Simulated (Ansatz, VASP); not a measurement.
Two plane-wave programs on Pb

```
Pb
1.0
     2.40100    0.00000    0.00000
     0.00000    2.40100    0.00000
     0.00000    0.00000    2.40100
Pb
1
Direct
  0.00000 0.00000 0.00000
```

Change from the starting cell: volume scaled by 0.43, PAW files, source ansatz.

Alike in both runs: task single point; functional PBEsol; k mesh 13 × 13 × 13; occupations fermi-dirac, width 0.05 eV; no spin polarisation.

|  | VASP | Ansatz |
| --- | --- | --- |
| version | VASP 6.6.1 | Ansatz 0.2.0 |
| potentials or method | VASP PAW PBE potentials, release 64 (Pb_d) | PAW with other files of Ansatz's library (source ansatz), scalar-relativistic |
| plane-wave cutoff (eV) | 520 | 580 |
| valence electrons in the cell | 14 | 22 |

Ansatz gave:

| Quantity | Value |
| --- | --- |
| pressure (GPa) | 301.8 |

**Question.** What did VASP give for the same quantities?

**Answer.** Pressure (GPa): 302.0.

VASP's potentials were made for PBE, not for PBEsol. Both programs put the cell under a high pressure, so it lies far from rest at this level. With one functional, cell and mesh, what is left measures potentials, basis and numerics. VASP's potentials hold 14 valence electrons a cell and Ansatz's 22, so a difference there can come from the potentials and not from the codes.

Spin-orbit coupling is off throughout. Noted on VASP's run: the cell as given lies far from equilibrium.
